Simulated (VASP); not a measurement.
# CdF2 (R3m) in VASP: notebook, part 2 of 2

VASP 6.6.1. Earlier steps stand in the parts before.

## Step 4: Single point, LDA (all Cd atoms moved -0.150 Å, as atom 1 along Cartesian [1 1 1])

Input file INCAR:

```
SYSTEM = CdF2
PREC = Accurate
ENCUT = 520
EDIFF = 1E-7
ISMEAR = 0
SIGMA = 0.05
LREAL = .False.
LASPH = .True.
NELM = 100
ALGO = Normal
ISIF = 2
LWAVE = .False.
LCHARG = .True.
GGA = CA
LELF = .True.
LVHAR = .True.
NBANDS = 20
```

Input file KPOINTS:

```
regular mesh
0
Gamma
  8 8 8
  0 0 0
```

Input file POSCAR:

```
CdF2
1.0
    0.0000000000      2.6940000000      2.6940000000
    2.6940000000      0.0000000000      2.6940000000
    2.6940000000      2.6940000000      0.0000000000
Cd F
1 2
Direct
   -0.0160732258     -0.0160732258     -0.0160732258
    0.2500000000      0.2500000000      0.2500000000
    0.7500000000      0.7500000000      0.7500000000
```

Potentials or basis: VASP PAW LDA potentials, release 64 (Cd, F).

Launch:

```console
$ cat potpaw_LDA.64/Cd/POTCAR potpaw_LDA.64/F/POTCAR > POTCAR
$ mpirun -np 1 vasp_std > vasp.out
```

OUTCAR:

```text
SYSTEM = CdF2
   PREC = Accurate
   ENCUT = 520
   EDIFF = 1E-7
   ISMEAR = 0
   LREAL = .False.
   LASPH = .True.
   NELM = 100
   ISIF = 2
   GGA = CA

 ion  position               nearest neighbor table
   1  0.984  0.984  0.984-   3 2.18   2 2.29   2 2.29   2 2.29   3 2.39   3 2.39   3 2.39   2 2.48

   2  0.250  0.250  0.250-   1 2.29   1 2.29   1 2.29   1 2.48
   3  0.750  0.750  0.750-   1 2.18   1 2.39   1 2.39   1 2.39

  LATTYP: Found a face centered cubic cell.
 ALAT       =     5.3880000000

[... 744 lines left out ...]

  FORCE on cell =-STRESS in cart. coord.  units (eV):
  Direction    XX          YY          ZZ          XY          YZ          ZX
  --------------------------------------------------------------------------------------
  -------------------------------------------------------------------------------------
  Total       -0.8317072     -0.8317072     -0.8317072      0.2061016      0.2061016      0.2061016
  in kB      -34.0767576    -34.0767576    -34.0767576      8.4444074      8.4444074      8.4444074
  external PRESSURE =     -34.0767576 kB  Pullay stress =       0.0000000 kB

 VOLUME and BASIS-vectors are now :
 -----------------------------------------------------------------------------
  energy-cutoff  :      520.00
  volume of cell :       39.10
      direct lattice vectors                 reciprocal lattice vectors
     0.000000000  2.694000000  2.694000000    -0.185597624  0.185597624  0.185597624
     2.694000000  0.000000000  2.694000000     0.185597624 -0.185597624  0.185597624
     2.694000000  2.694000000  0.000000000     0.185597624  0.185597624 -0.185597624

 POSITION                                       TOTAL-FORCE (eV/Angst)
 -----------------------------------------------------------------------------------
      5.30140      5.30140      5.30140         0.476131      0.476131      0.476131
      1.34700      1.34700      1.34700        -0.133224     -0.133224     -0.133224
      4.04100      4.04100      4.04100        -0.342908     -0.342908     -0.342908
 -----------------------------------------------------------------------------------
    total drift:                               -0.000399     -0.000399     -0.000399

  FREE ENERGIE OF THE ION-ELECTRON SYSTEM (eV)
  ---------------------------------------------------
  free  energy   TOTEN  =       -12.6572683169 eV

  energy  without entropy=      -12.6572683169  energy(sigma->0) =      -12.65726832
```

OSZICAR:

```text
N       E                     dE             d eps       ncg     rms          rms(c)
DAV:   1     0.203000103199E+03    0.20300E+03   -0.15327E+04  2608   0.132E+03
DAV:   2    -0.506355623849E+01   -0.20806E+03   -0.19950E+03  2856   0.348E+02
DAV:   3    -0.141900925958E+02   -0.91265E+01   -0.91014E+01  2984   0.800E+01
DAV:   4    -0.142308902291E+02   -0.40798E-01   -0.40796E-01  2828   0.558E+00
DAV:   5    -0.142310360443E+02   -0.14582E-03   -0.14581E-03  2944   0.301E-01    0.102E+01
DAV:   6    -0.126803690941E+02    0.15507E+01   -0.35450E+00  3492   0.372E+01    0.775E+00
DAV:   7    -0.126929480778E+02   -0.12579E-01   -0.75087E-01  2728   0.813E+00    0.440E+00
DAV:   8    -0.126667402634E+02    0.26208E-01   -0.15126E-01  2780   0.349E+00    0.722E-01
DAV:   9    -0.126569689063E+02    0.97714E-02   -0.32602E-02  3408   0.232E+00    0.950E-02
DAV:  10    -0.126572477090E+02   -0.27880E-03   -0.27947E-03  2672   0.543E-01    0.766E-02
DAV:  11    -0.126572713954E+02   -0.23686E-04   -0.85819E-05  2992   0.125E-01    0.307E-02
DAV:  12    -0.126572681082E+02    0.32872E-05   -0.27143E-05  2680   0.483E-02    0.146E-02
DAV:  13    -0.126572683065E+02   -0.19827E-06   -0.21995E-06  2904   0.176E-02    0.163E-03
DAV:  14    -0.126572683169E+02   -0.10395E-07   -0.11838E-07  2316   0.457E-03
   1 F= -.12657268E+02 E0= -.12657268E+02  d E =-.646964E-18
```

Wall time 21 s (1 thread of Intel Xeon 6975P-C (Granite Rapids), shared host); peak memory 0.17 GiB.

What came out:

| Property | Result |
| --- | --- |
| Free energy | -12.6573 eV |
| Pressure | -3.4 GPa |
| Largest force | 0.825 eV/Å |
| Band gap on the k mesh | 2.82 eV, indirect (least direct gap 3.30 eV) |

Forces on the atoms (eV/Å):
```
Cd   0.476  0.476  0.476
F   -0.133 -0.133 -0.133
F   -0.343 -0.343 -0.343
```

Levels at points of the mesh, in eV from the valence-band top:
| k point | band 9 | band 10 | band 11 | band 12 | band 13 | band 14 | band 15 | band 16 | band 17 | band 18 |
| --- | --- | --- | --- | --- | --- | --- | --- | --- | --- | --- |
| (0.00, 0.00, 0.00) | -0.95 | -0.95 | -0.48 | -0.47 | -0.47 | 2.82 | 12.34 | 12.34 | 12.46 | 17.11 |
| (0.50, 0.00, 0.00) | -2.31 | -1.87 | -1.82 | -0.38 | -0.36 | 6.96 | 8.81 | 14.17 | 14.28 | 17.66 |
| (0.50, 0.50, 0.50) | -2.26 | -1.87 | -1.87 | -0.38 | -0.38 | 6.96 | 8.86 | 14.17 | 14.17 | 17.78 |
| (0.50, 0.50, 0.00) | -3.01 | -2.74 | -0.46 | -0.12 | -0.06 | 7.76 | 9.37 | 11.42 | 13.97 | 14.08 |

Caveat: the cell differs from its parent crystal (all Cd atoms moved -0.150 Å, as atom 1 along Cartesian [1 1 1]). A k mesh can miss the band edges.

## Step 5: Single point, LDA (all Cd atoms moved +0.263 Å, as atom 1 along Cartesian [1 1 1])

Input file INCAR:

```
SYSTEM = CdF2
PREC = Accurate
ENCUT = 520
EDIFF = 1E-6
ISMEAR = 0
SIGMA = 0.05
LREAL = .FALSE.
LASPH = .TRUE.
NELM = 80
ALGO = Normal
ISIF = 2
LWAVE = .FALSE.
LCHARG = .TRUE.
LELF = .TRUE.
LVHAR = .TRUE.
NBANDS = 20
```

Input file KPOINTS:

```
Automatic mesh
0
G
  8 8 8
  0 0 0
```

POSCAR: that of step 4 with these lines changed.

```diff
@@ -8,3 +8,3 @@
 Direct
-   -0.0160732258     -0.0160732258     -0.0160732258
+    0.0281281451      0.0281281451      0.0281281451
     0.2500000000      0.2500000000      0.2500000000
```

Potentials or basis: VASP PAW LDA potentials, release 64 (Cd, F).

Launch:

```console
$ cat potpaw_LDA.64/Cd/POTCAR potpaw_LDA.64/F/POTCAR > POTCAR
$ mpirun -np 1 vasp_std > vasp.out
```

OUTCAR:

```text
SYSTEM = CdF2
   PREC = Accurate
   ENCUT = 520
   EDIFF = 1E-6
   ISMEAR = 0
   LREAL = .FALSE.
   LASPH = .TRUE.
   NELM = 80
   ISIF = 2

 ion  position               nearest neighbor table
   1  0.028  0.028  0.028-   2 2.07   3 2.26   3 2.26   3 2.26   2 2.43   2 2.43   2 2.43   3 2.60

   2  0.250  0.250  0.250-   1 2.07   1 2.43   1 2.43   1 2.43
   3  0.750  0.750  0.750-   1 2.26   1 2.26   1 2.26   1 2.60

  LATTYP: Found a face centered cubic cell.
 ALAT       =     5.3880000000

  Lattice vectors:

 A1 = (   0.0000000000,   2.6940000000,   2.6940000000)
 A2 = (   2.6940000000,   0.0000000000,   2.6940000000)
 A3 = (   2.6940000000,   2.6940000000,   0.0000000000)

Analysis of symmetry for initial positions (statically):
=====================================================================
 Subroutine PRICEL returns:
 Original cell was already a primitive cell.

 Routine SETGRP: Setting up the symmetry group for a
 face centered cubic supercell.

 Subroutine GETGRP returns: Found  6 space group operations
 (whereof  6 operations were pure point group operations)
 out of a pool of 48 trial point group operations.

The static configuration has the point symmetry C_3v.

[... 163 lines left out ...]

 val. band max:       -1.6837238143   @ k =   0.5000   0.5000   0.0000
 cond. band min:       1.1673662990   @ k =   0.0000   0.0000   0.0000
 fundamental gap:      2.8510901134
 Fermi energy:        -1.3783545601

 k-point     1 :       0.0000    0.0000    0.0000
  band No.  band energies     occupation
      1     -22.1734      2.00000
      2     -21.0230      2.00000
      3      -7.3499      2.00000
      4      -7.3182      2.00000
      5      -7.3182      2.00000
      6      -6.0957      2.00000
[... 541 lines left out ...]
     19      16.0621      0.00000
     20      18.9456      0.00000

 [... further k-points ...]

------------------------ aborting loop because EDIFF is reached ----------------------------------------

  FORCE on cell =-STRESS in cart. coord.  units (eV):
  Direction    XX          YY          ZZ          XY          YZ          ZX
  --------------------------------------------------------------------------------------
  -------------------------------------------------------------------------------------
  Total       -0.1196690     -0.1196690     -0.1196690      0.6944687      0.6944687      0.6944687
  in kB       -4.9030852     -4.9030852     -4.9030852     28.4538155     28.4538155     28.4538155
  external PRESSURE =      -4.9030852 kB  Pullay stress =       0.0000000 kB

 VOLUME and BASIS-vectors are now :
 -----------------------------------------------------------------------------
  energy-cutoff  :      520.00
  volume of cell :       39.10
      direct lattice vectors                 reciprocal lattice vectors
     0.000000000  2.694000000  2.694000000    -0.185597624  0.185597624  0.185597624
     2.694000000  0.000000000  2.694000000     0.185597624 -0.185597624  0.185597624
     2.694000000  2.694000000  0.000000000     0.185597624  0.185597624 -0.185597624

 POSITION                                       TOTAL-FORCE (eV/Angst)
 -----------------------------------------------------------------------------------
      0.15155      0.15155      0.15155        -1.041566     -1.041566     -1.041566
      1.34700      1.34700      1.34700         0.876321      0.876321      0.876321
      4.04100      4.04100      4.04100         0.165245      0.165245      0.165245
 -----------------------------------------------------------------------------------
    total drift:                                0.000086      0.000086      0.000086

  FREE ENERGIE OF THE ION-ELECTRON SYSTEM (eV)
  ---------------------------------------------------
  free  energy   TOTEN  =       -12.5139857596 eV

  energy  without entropy=      -12.5139857596  energy(sigma->0) =      -12.51398576
```

stdout:

```text
POSCAR found type information on POSCAR CdF
 POSCAR found :  2 types and       3 ions
 scaLAPACK will be used
 LDA part: xc-table for (Slater(with rela. corr.)+CA(PZ))
 , standard interpolation
 POSCAR, INCAR and KPOINTS ok, starting setup
 FFT: planning ... GRIDC
 FFT: planning ... GRID_SOFT
 FFT: planning ... GRID
 WAVECAR not read
 entering main loop
```

Run time: 18 s. Hardware: 1 thread of Intel Xeon 6975P-C (Granite Rapids), shared host; peak memory 0.17 GiB.

What came out:

```yaml
Free_energy: -12.5140 eV
Pressure: -0.5 GPa
Largest_force: 1.804 eV/Å
Band_gap_on_the_k_mesh: 2.85 eV, indirect (least direct gap 3.32 eV)
```

Forces in eV/Å, atoms in the order of the input:
```
Cd  -1.042 -1.042 -1.042
F    0.876  0.876  0.876
F    0.165  0.165  0.165
```

Stress tensor (GPa, compression positive):
```
-0.49  2.85  2.85
 2.85 -0.49  2.85
 2.85  2.85 -0.49
```

Levels at points of the mesh, in eV from the valence-band top:
| k point | band 10 | band 11 | band 12 | band 13 | band 14 | band 15 | band 16 | band 17 |
| --- | --- | --- | --- | --- | --- | --- | --- | --- |
| (0.00, 0.00, 0.00) | -0.87 | -0.48 | -0.48 | -0.47 | 2.85 | 12.39 | 12.39 | 12.74 |
| (0.50, 0.00, 0.00) | -1.82 | -1.69 | -0.39 | -0.32 | 6.96 | 8.82 | 14.20 | 14.55 |
| (0.50, 0.50, 0.50) | -1.84 | -1.84 | -0.39 | -0.39 | 6.96 | 8.95 | 14.20 | 14.20 |
| (0.50, 0.50, 0.00) | -2.46 | -0.40 | -0.20 | 0.00 | 7.74 | 9.42 | 11.35 | 14.01 |

Caveat: the cell differs from its parent crystal (all Cd atoms moved +0.263 Å, as atom 1 along Cartesian [1 1 1]); forces of over 1 eV/Å act on the atoms, so gaps and moduli don't describe the material at rest.
